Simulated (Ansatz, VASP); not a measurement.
## One calculation of Ge, two programs

Contents of INCAR:

```
  PREC = Accurate
  ENCUT = 520
  EDIFF = 1E-7
  ISMEAR = 0
  SIGMA = 0.15
  LREAL = F
  LASPH = T
  NELM = 60
  ALGO = Normal
  ISIF = 2
  LWAVE = F
  LCHARG = F
  GGA = PS
  NBANDS = 36
```

KPOINTS

```
regular mesh
0
Gamma
  12 12 8
```

The input POSCAR:

```
Ge
1.0
    3.9489349877      0.0000000000      0.0000000000
   -1.9744674938      3.4198780172      0.0000000000
    0.0000000000      0.0000000000      6.7492899341
Ge
4
Direct
    0.0000000000      0.0000000000      0.0711500000
    0.0000000000      0.0000000000      0.5711500000
    0.3333333333      0.6666666667      0.8211500000
    0.6666666667      0.3333333333      0.3211500000
```

Input for Ansatz:

```yaml
crystal:
  lattice:
    - [3.9489349877, 0.0, 0.0]
    - [-1.9744674938, 3.4198780172, 0.0]
    - [0.0, 0.0, 6.7492899341]
  atoms:
    - { symbol: Ge, position: [0.0, 0.0, 0.07115] }
    - { symbol: Ge, position: [0.0, 0.0, 0.57115] }
    - { symbol: Ge, position: [0.3333333333, 0.6666666667, 0.82115] }
    - { symbol: Ge, position: [0.6666666667, 0.3333333333, 0.32115] }
basis:
  ecutwfc: 420
kpoints:
  mp_grid: { grid: [12, 12, 8] }
hamiltonian:
  xc: pbesol
scf:
  occupations: { method: gaussian, width: 0.15 }
output:
  forces: true
  stress: true
  eigenvalues: true
```

Change from the starting cell: strain +0.040 along x and y, +0.080 along z, atoms carried along.

Alike in both runs: task single point; functional PBEsol; k mesh 12 × 12 × 8; occupations gaussian, width 0.15 eV; no spin polarisation.

```csv
,VASP,Ansatz
version,VASP 6.6.1,Ansatz 0.2.0
potentials or method,"VASP PAW PBE potentials, release 64 (Ge_d), cutoff 520 eV","scalar-relativistic, plane waves, PAW"
valence electrons in the cell,56,56
```

```csv
,VASP,Ansatz,Ansatz less VASP
gap on the k mesh at the Fermi level (eV),none,none,-
pressure (GPa),-8.3,-8.3,0.00
"traceless stress, the component that is largest in VASP (GPa)",-1.67,-1.67,0.000
```

VASP's potentials were made for PBE, not for PBEsol. A gap of «none» marks a metal or a gap that the smearing closes.
